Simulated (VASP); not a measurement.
Set up this calculation in VASP 6.6.1, as the native input.

| Item | Value |
| --- | --- |
| Task | single point |
| Functional | PBE |
| Potentials or basis | VASP PAW PBE potentials, release 64 (Ba_sv) |
| Cutoff | 520 eV |
| k mesh | 13 × 13 × 13 |
| Occupations | fermi-dirac, width 0.0612256 eV |
| Spin | no spin polarisation |
| Dipole correction | no |
| Further INCAR settings | ALGO = Normal; EDIFF = 1e-06; NBANDS = 17 |

The structure of Ba lies in POSCAR:

```
Ba
1.0
    0.0000000000      3.7884430407      3.7884430407
    3.7884430407      0.0000000000      3.7884430407
    3.7884430407      3.7884430407      0.0000000000
Ba
2
Direct
    0.0000000000      0.0000000000      0.0000000000
    0.2500000000      0.2500000000      0.2500000000
```

This isn't the form of Ba at room conditions, which is bcc.

One way to write it, as run:

INCAR

```
  PREC = Accurate
  ENCUT = 520
  EDIFF = 1E-6
  ISMEAR = -1
  SIGMA = 0.06122561905347299
  LREAL = False
  LASPH = True
  NELM = 60
  ALGO = Normal
  ISIF = 2
  LWAVE = False
  LCHARG = False
  GGA = PE
  NBANDS = 17
```

KPOINTS

```
regular mesh
0
Gamma
  13 13 13
```

Potentials or basis: VASP PAW PBE potentials, release 64 (Ba_sv).

The run is started by

```console
$ cat potpaw_PBE.64/Ba_sv/POTCAR > POTCAR
$ mpirun -np 1 vasp_std > vasp.out
```

Results of the run:

* Pressure: 0.9 GPa
* Band gap on the k mesh: zero (bands 10 and 11 overlap by 0.18 eV)

Caveat: spin-orbit coupling is left out, which moves the levels of the heavy elements.

It took 110 s on 1 thread of Oxide Virtual Turin-like Processor, on a shared host, peak memory 0.28 GiB.
